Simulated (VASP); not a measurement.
Write the native input for VASP 6.6.1 that does the following.

```
Task                   : single point
Functional             : r2SCAN
Potentials or basis    : VASP PAW PBE potentials, release 64 (B, Ru_pv, Pd)
Cutoff                 : 520 eV
k mesh                 : 12 × 12 × 4
Occupations            : gaussian, width 0.1 eV
Spin                   : no spin polarisation
Dipole correction      : no
Further INCAR settings : ALGO = Normal; EDIFF = 1e-06; NBANDS = 34
```

Crystal: B4PdRu2.

```
B Ru Pd
1.0
     2.89408    0.00000    0.00000
    -1.44704    2.50635    0.00000
     0.00000    0.00000    9.60981
B Ru Pd
4 2 1
Direct
  0.33333 0.66667 0.54233
  0.66667 0.33333 0.61061
  0.66667 0.33333 0.15319
  0.33333 0.66667 0.23312
  0.66667 0.33333 0.38334
  0.33333 0.66667 0.01509
  0.00000 0.00000 0.76530
```

The input as run:

POSCAR

```
B4PdRu2
1.0
    2.8940849810      0.0000000000      0.0000000000
   -1.4470424905      2.5063511142      0.0000000000
    0.0000000000      0.0000000000      9.6098148195
B Ru Pd
4 2 1
Direct
    0.3333333333      0.6666666667      0.5423294079
    0.6666666667      0.3333333333      0.6106118679
    0.6666666667      0.3333333333      0.1531910176
    0.3333333333      0.6666666667      0.2331241321
    0.6666666667      0.3333333333      0.3833447863
    0.3333333333      0.6666666667      0.0150945250
    0.0000000000      0.0000000000      0.7653042633
```

INCAR.step1

```
SYSTEM = B4PdRu2
PREC = Accurate
ENCUT = 520
ISMEAR = 0
SIGMA = 0.1
LREAL = .False.
LASPH = .True.
NELM = 80
NBANDS = 34
GGA = PE
ALGO = Normal
EDIFF = 1E-4
LWAVE = .True.
LCHARG = .False.
```

INCAR.step2

```
SYSTEM = B4PdRu2
PREC = Accurate
ENCUT = 520
EDIFF = 1E-6
ISMEAR = 0
SIGMA = 0.1
LREAL = .False.
LASPH = .True.
NELM = 80
ALGO = Normal
ISIF = 2
LWAVE = .False.
LCHARG = .False.
METAGGA = R2SCAN
LMIXTAU = .True.
NBANDS = 34
ISTART = 1
```

KPOINTS

```
regular mesh
0
Gamma
  12 12 4
  0 0 0
```

Potentials or basis: VASP PAW PBE potentials, release 64 (B, Ru_pv, Pd).

The run is started by

```bash
$ cat potpaw_PBE.64/B/POTCAR potpaw_PBE.64/Ru_pv/POTCAR potpaw_PBE.64/Pd/POTCAR > POTCAR
$ cp INCAR.step1 INCAR
$ mpirun -np 1 vasp_std > vasp.out
$ cp INCAR.step2 INCAR
$ mpirun -np 1 vasp_std > vasp.out
```

It gave:

```json
{
  "Pressure": "-2.7 GPa",
  "Largest force": "0.189 eV/Å",
  "Band gap on the k mesh": "zero (bands 25 and 26 overlap by 1.96 eV)"
}
```

Caveat: the PAW data sets were made with another functional, which shifts forces and pressure a little.

Run time: 5.6 min on 1 thread of Intel(R) Xeon(R) 6975P-C (Granite Rapids) (shared host), peak memory 0.3 GiB.
